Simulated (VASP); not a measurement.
Wanted: the native input for a VASP 6.6.1 run.

| Item | Value |
| --- | --- |
| Task | single point |
| Functional | PBE |
| Potentials or basis | VASP PAW PBE potentials, release 64 (Al) |
| Cutoff | 520 eV |
| k mesh | 18 × 18 × 18 |
| Occupations | gaussian, width 0.1 eV |
| Spin | no spin polarisation |
| Dipole correction | no |
| Further INCAR settings | ALGO = Fast; EDIFF = 1e-06; NBANDS = 8 |

The structure of Al lies in POSCAR:

```
Al
1.0
    0.0000000000      2.0207213148      2.0207213148
    2.0207213148      0.0000000000      2.0207213148
    2.0207213148      2.0207213148      0.0000000000
Al
1
Direct
    0.0000000000      0.0000000000      0.0000000000
```

The input as run:

INCAR

```
ALGO = Fast
EDIFF = 1E-6
ENCUT = 520
GGA = PE
ISIF = 2
ISMEAR = 0
LASPH = True
LCHARG = True
LELF = True
LREAL = False
LVHAR = True
LWAVE = False
NBANDS = 8
NELM = 60
PREC = Accurate
SIGMA = 0.1
```

KPOINTS

```
k-points
0
Gamma
  18 18 18
```

Potentials or basis: VASP PAW PBE potentials, release 64 (Al).

Command:

```sh
$ cat potpaw_PBE.64/Al/POTCAR > POTCAR
$ mpirun -np 1 vasp_std > vasp.out
```

Results of the run:

| Quantity | Value |
| --- | --- |
| Pressure | 0.0 GPa |

Run time: 8.3 s on 1 thread of Intel(R) Xeon(R) 6975P-C (Granite Rapids), with other jobs on the host, peak memory 0.14 GiB.
